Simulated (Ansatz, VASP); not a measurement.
**Cu: VASP beside Ansatz**

```
Cu
1.0
    -1.27029    1.27029    1.27029
     1.27029   -1.27029    1.27029
     1.27029    1.27029   -1.27029
Cu
1
Direct
  0.00000 0.00000 0.00000
```

Change from the starting cell: volume scaled by 0.75, PAW files.

Alike in both runs: task single point; functional LDA; k mesh 19 × 19 × 19; occupations fermi-dirac, width 0.08 eV; no spin polarisation.

|  | VASP | Ansatz |
| --- | --- | --- |
| version | VASP 6.6.1 | Ansatz 0.2.0 |
| potentials or method | VASP PAW LDA potentials, release 64 (Cu) | PAW with Ansatz's default frozen-core files, scalar-relativistic |
| plane-wave cutoff (eV) | 520 | 420 |
| valence electrons in the cell | 11 | 19 |

|  | VASP | Ansatz | Ansatz less VASP |
| --- | --- | --- | --- |
| pressure (GPa) | 110.5 | 109.1 | -1.36 |

LDA's correlation is that of Perdew and Zunger in VASP and of Perdew and Wang (1992) in Ansatz. Both programs put the cell under a high pressure, so it lies far from rest at this level. VASP's potentials hold 11 valence electrons a cell and Ansatz's 19, so a difference there can come from the potentials and not from the codes.

Noted on VASP's run: the cell as given lies far from equilibrium.
